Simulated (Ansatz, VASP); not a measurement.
**Two plane-wave programs on AlHgF4**

```
Al Hg F
1.0
     3.37681    0.00000    0.00000
     0.00000    3.37681    0.00000
     0.00000    0.00000    6.52915
Al Hg F
1 1 4
Direct
  0.00000 0.00000 0.00000
  0.50000 0.50000 0.50000
  0.50000 0.00000 0.82832
  0.00000 0.50000 0.17168
  0.50000 0.00000 0.17168
  0.00000 0.50000 0.82832
```

Alike in both runs: task single point; functional PBE; k mesh 12 × 12 × 6; occupations gaussian, width 0.1 eV; no spin polarisation.

```csv
,VASP,Ansatz
version,VASP 6.6.1,Ansatz 0.2.0
potentials or method,"VASP PAW PBE potentials, release 64 (Al, Hg, F), cutoff 520 eV","scalar-relativistic, plane waves, PAW"
valence electrons in the cell,43,51
```

Ansatz gave:

| Property | Result |
| --- | --- |
| gap on the k mesh at the Fermi level (eV) | none |
| pressure (GPa) | 0.0 |
| traceless stress, the component that is largest in VASP (GPa) | 0.00 |
| rms of the force components (eV/Å) | 0.000 |

Q: Which values does VASP return?

A: gap on the k mesh at the Fermi level (eV): none; pressure (GPa): -0.1; traceless stress, the component that is largest in VASP (GPa): -0.06; rms of the force components (eV/Å): 0.003.

Atom by atom the forces differ by 0.003 eV/Å (rms over components). A gap of «none» marks a metal or a gap that the smearing closes. VASP's potentials hold 43 valence electrons a cell and Ansatz's 51, so a difference there can come from the potentials and not from the codes.

Spin-orbit coupling is off throughout.
